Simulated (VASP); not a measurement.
Runs of VASP 6.6.1 on GaP. The structure is that of space group F-43m (No. 216), or close to it. The cells are those of the table. 

```tsv
level	potentials or basis	U	cell	k mesh	smearing	LDAUTYPE	hund's J	gap on the mesh (eV)	pressure (GPa)
PBE	VASP PAW PBE potentials, release 64 (Ga_d, P)	-	a = 3.855 Å, angles 60.0°, 2 atoms	4 × 4 × 4	gaussian 0.1 eV	-	-	(b)	2.8
BLYP	VASP PAW PBE potentials, release 64 (Ga_d, P)	-	a = 3.855 Å, angles 60.0°, 2 atoms	4 × 4 × 4	gaussian 0.1 eV	-	-	(a)	6.7
LDA+U	VASP PAW LDA potentials, release 64 (Ga_d, P)	Ga d U = 3.6 eV, J = 0.8 eV	a = 3.708 Å, angles 60.0°, 2 atoms	2 × 2 × 2	methfessel-paxton 0.115 eV	1	0.8	0.93	16.3
RPBE	VASP PAW PBE potentials, release 64 (Ga_d, P)	-	a = 3.855 Å, angles 60.0°, 2 atoms	4 × 4 × 4	gaussian 0.1 eV	-	-	1.74	4.8
```

Alike in all rows: task single point; no spin polarisation; cutoff (eV) 500.

Q: Fill in the values left out.

A: (a) 1.66; (b) 1.63.

Caveats: all runs use coarse meshes; the PAW data sets were made with another functional, which shifts forces and pressure a little (at least some runs); the U is typed as a test and isn't derived for this compound (at least some runs).

A k mesh can miss the band edges, and the runs leave out spin-orbit coupling on Ga.
